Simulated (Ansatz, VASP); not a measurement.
**Two plane-wave programs on Al2Au**

Contents of INCAR:

```
SYSTEM = Al2Au
ALGO = Normal ; EDIFF = 1E-6
EDIFFG = -0.005 ; ENCUT = 600
GGA = PE ; IBRION = 2
ISIF = 3 ; ISMEAR = 0
LASPH = .True. ; LCHARG = .False.
LREAL = .False. ; LWAVE = .False.
NELM = 100 ; NSW = 100
PREC = Accurate ; SIGMA = 0.1
```

KPOINTS

```
k-points
0
Gamma
  12 12 12
  0 0 0
```

File POSCAR:

```
Al2Au
1.0
    0.0000000000      3.0000000000      3.0000000000
    3.0000000000      0.0000000000      3.0000000000
    3.0000000000      3.0000000000      0.0000000000
Al Au
2 1
Direct
    0.2500000000      0.2500000000      0.2500000000
    0.7500000000      0.7500000000      0.7500000000
    0.0000000000      0.0000000000      0.0000000000
```

Input for Ansatz:

```yaml
crystal:
  lattice:
    - [0.0, 3.0, 3.0]
    - [3.0, 0.0, 3.0]
    - [3.0, 3.0, 0.0]
  atoms:
    - { symbol: Al, position: [0.25, 0.25, 0.25] }
    - { symbol: Al, position: [0.75, 0.75, 0.75] }
    - { symbol: Au, position: [0.0, 0.0, 0.0] }
basis:
  ecutwfc: 420
kpoints:
  mp_grid: { grid: [12, 12, 12] }
hamiltonian:
  xc: pbe
scf:
  occupations: { method: gaussian, width: 0.1 }
output:
  forces: true
  stress: true
  eigenvalues: true
  write_density: true
  write_potential: true
  elf: true
  volumetric_format: npy
relax:
  adjacent_minimum: "off"
  f_tol: 0.005
  max_steps: 80
  cell: { stress_tol: 0.05 }
```

Alike in both runs: task relaxation of cell and atoms; functional PBE; k mesh 12 × 12 × 12; occupations gaussian, width 0.1 eV; no spin polarisation.

```csv
,VASP,Ansatz
version,VASP 6.6.1,Ansatz 0.2.0
potentials or method,"VASP PAW PBE potentials, release 64 (Al, Au), cutoff 600 eV","scalar-relativistic, plane waves, PAW"
valence electrons in the cell,17,25
```

```tsv
	VASP	Ansatz	Ansatz less VASP
gap on the k mesh at the Fermi level, each at its own relaxed structure (eV)	none	none	-
relaxed volume (Å³/atom)	18.52	18.55	+0.034
relaxed cell length with the largest relative difference (Å)	4.283	4.286	+0.0026
```

A gap of «none» marks a metal or a gap that the smearing closes. VASP's potentials hold 17 valence electrons a cell and Ansatz's 25, so a difference there can come from the potentials and not from the codes.

Spin-orbit coupling is off throughout.
